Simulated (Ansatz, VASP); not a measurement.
Hf3N2 in VASP and in Ansatz

```xyz
5
Lattice="1.5963 0.9216 7.7060 -1.5963 0.9216 7.7060 0.0000 -1.8432 7.7060" Properties=species:S:1:pos:R:3 pbc="T T T"
Hf    0.0000    0.0000   18.0053
Hf    0.0000    0.0000    5.1127
Hf    0.0000    0.0000    0.0000
N     0.0000    0.0000   14.1245
N     0.0000    0.0000    8.9935
```

Alike in both runs: functional PBEsol; k mesh 6 × 6 × 6; occupations gaussian, width 0.1 eV; no spin polarisation.

Ansatz relaxed the structure, and its values are those at the end. VASP's run is a single point on that final structure, the one shown.

```csv
,VASP,Ansatz
version,VASP 6.6.1,Ansatz 0.2.0
potentials or method,"VASP PAW PBE potentials, release 64 (Hf_pv, N), cutoff 520 eV","scalar-relativistic, plane waves, PAW"
valence electrons in the cell,40,88
```

Ansatz gave:

```
gap on the k mesh at the Fermi level (eV) : none
pressure (GPa)                            : 0.0
rms of the force components (eV/Å)        : 0.000
```

Q: Estimate VASP's values.

A: gap on the k mesh at the Fermi level (eV): none; pressure (GPa): -1.4; rms of the force components (eV/Å): 0.031.

VASP's potentials were made for PBE, not for PBEsol. A gap of «none» marks a metal or a gap that the smearing closes. VASP's potentials hold 40 valence electrons a cell and Ansatz's 88, so a difference there can come from the potentials and not from the codes.

The k mesh is coarse, so the values compare programs but aren't converged. Spin-orbit coupling is off throughout.
